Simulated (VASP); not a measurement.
A run of VASP 6.6.1:

The input INCAR:

```
PREC     = Accurate       # precision mode
ENCUT    = 520            # plane-wave cutoff, eV
EDIFF    = 1E-6           # SCF threshold, eV
ISMEAR   = -1             # smearing method
SIGMA    = 0.05           # smearing width, eV
LREAL    = False          # projectors in reciprocal space
LASPH    = True           # aspherical terms in the spheres
NELM     = 60             # most SCF steps
ALGO     = Normal         # electronic algorithm
ISIF     = 2              # what is computed and relaxed
LWAVE    = False          # write WAVECAR
LCHARG   = False          # write CHGCAR
GGA      = PE             # functional
NBANDS   = 18             # bands
```

Contents of KPOINTS:

```
Automatic mesh
0
Gamma
  7 7 7
```

The input POSCAR:

```
BiS
1.0
    3.9760781323      0.0000000000      0.0000000000
    0.0000000000      3.9760781323      0.0000000000
    0.0000000000      0.0000000000      3.9760781323
Bi S
1 1
Direct
    0.5000000000      0.5000000000      0.5000000000
    0.0000000000      0.0000000000      0.0000000000
```

Potentials or basis: VASP PAW PBE potentials, release 64 (Bi_d, S).

Command:

```bash
$ cat potpaw_PBE.64/Bi_d/POTCAR potpaw_PBE.64/S/POTCAR > POTCAR
$ mpirun -np 1 vasp_std > vasp.out
```

Hardware: 1 thread of AMD EPYC 7R13 (shared host).

Problem. Estimate the wall time of this run.

Solution. Wall time 33 s on 1 thread of AMD EPYC 7R13, with other jobs on the host, peak memory 0.14 GiB. Counts: scf iterations 13, k points 20.
